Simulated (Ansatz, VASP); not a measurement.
**Two plane-wave programs on H**

File POSCAR:

```
H
1.0
   -1.5917948804      1.5917948804      2.3245178269
    1.5917948804     -1.5917948804      2.3245178269
    1.5917948804      1.5917948804     -2.3245178269
H
2
Direct
    0.9098622900      0.9098622900      0.0000000000
    0.0901377100      0.0901377100      0.0000000000
```

File INCAR.step1:

```
SYSTEM = H
PREC = Accurate ; ENCUT = 520
ISMEAR = 0 ; SIGMA = 0.05
LREAL = .False. ; LASPH = .True.
NELM = 100 ; NBANDS = 8
GGA = PE ; ALGO = Normal
EDIFF = 1E-4 ; LWAVE = .True.
LCHARG = .False.
```

File INCAR.step2:

```
SYSTEM = H
PREC = Accurate ; ENCUT = 520
EDIFF = 1E-6 ; ISMEAR = 0
SIGMA = 0.05 ; LREAL = .False.
LASPH = .True. ; NELM = 100
ALGO = Normal ; ISIF = 2
LWAVE = .False. ; LCHARG = .False.
METAGGA = R2SCAN ; LMIXTAU = .True.
NBANDS = 8 ; ISTART = 1
```

KPOINTS

```
regular mesh
0
Gamma
  10 10 10
  0 0 0
```

Input for Ansatz:

```yaml
crystal:
  lattice:
    - [-1.5917948804, 1.5917948804, 2.3245178269]
    - [1.5917948804, -1.5917948804, 2.3245178269]
    - [1.5917948804, 1.5917948804, -2.3245178269]
  atoms:
    - { symbol: H, position: [0.90986229, 0.90986229, 0.0] }
    - { symbol: H, position: [0.09013771, 0.09013771, 0.0] }
basis:
  ecutwfc: 500
kpoints:
  mp_grid: { grid: [10, 10, 10] }
hamiltonian:
  xc: r2scan
scf:
  occupations: { method: gaussian, width: 0.05 }
output:
  forces: true
  stress: true
  eigenvalues: true
```

Alike in both runs: task single point; functional r2SCAN; k mesh 10 × 10 × 10; occupations gaussian, width 0.05 eV; no spin polarisation.

```csv
,VASP,Ansatz
version,VASP 6.6.1,Ansatz 0.2.0
potentials or method,"VASP PAW PBE potentials, release 64 (H), cutoff 520 eV","scalar-relativistic, plane waves, PAW"
valence electrons in the cell,2,2
```

VASP gave:

| Item | Value |
| --- | --- |
| gap on the k mesh at the Fermi level (eV) | 8.52 |
| least direct gap on the mesh (eV) | 8.52 |
| pressure (GPa) | -4.8 |
| traceless stress, the component that is largest in VASP (GPa) | -9.88 |
| rms of the force components (eV/Å) | 1.484 |

Which values does Ansatz return?

gap on the k mesh at the Fermi level (eV): 8.51; least direct gap on the mesh (eV): 8.51; pressure (GPa): -4.7; traceless stress, the component that is largest in VASP (GPa): -9.97; rms of the force components (eV/Å): 1.497.

VASP's potentials were made for PBE, not for r2SCAN. Atom by atom the forces differ by 0.013 eV/Å (rms over components).
